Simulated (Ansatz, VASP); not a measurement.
## CoO in VASP and in Ansatz

```xyz
2
Lattice="0.0000 2.3193 2.3193 2.3193 0.0000 2.3193 2.3193 2.3193 0.0000" Properties=species:S:1:pos:R:3 pbc="T T T"
Co    0.0000    0.0000    0.0000
O     1.1596    1.1596    1.1596
```

Alike in both runs: task single point; functional PBE; k mesh 14 × 14 × 14; occupations gaussian, width 0.02 eV; no spin polarisation; Hubbard terms Co d U = 3.32 eV.

```csv
,VASP,Ansatz
version,VASP 6.6.1,Ansatz 0.2.0
potentials or method,"VASP PAW PBE potentials, release 64 (Co, O), cutoff 520 eV","scalar-relativistic, plane waves, PAW"
valence electrons in the cell,15,23
```

|  | VASP | Ansatz | Ansatz less VASP |
| --- | --- | --- | --- |
| gap on the k mesh at the Fermi level (eV) | none | none | - |
| pressure (GPa) | -23.1 | -21.6 | +1.49 |

The programs project onto different local orbitals, so the same U acts differently, and such runs can settle in different states. A gap of «none» marks a metal or a gap that the smearing closes. VASP's potentials hold 15 valence electrons a cell and Ansatz's 23, so a difference there can come from the potentials and not from the codes. Ansatz's warnings: filled band counts differ across k points.
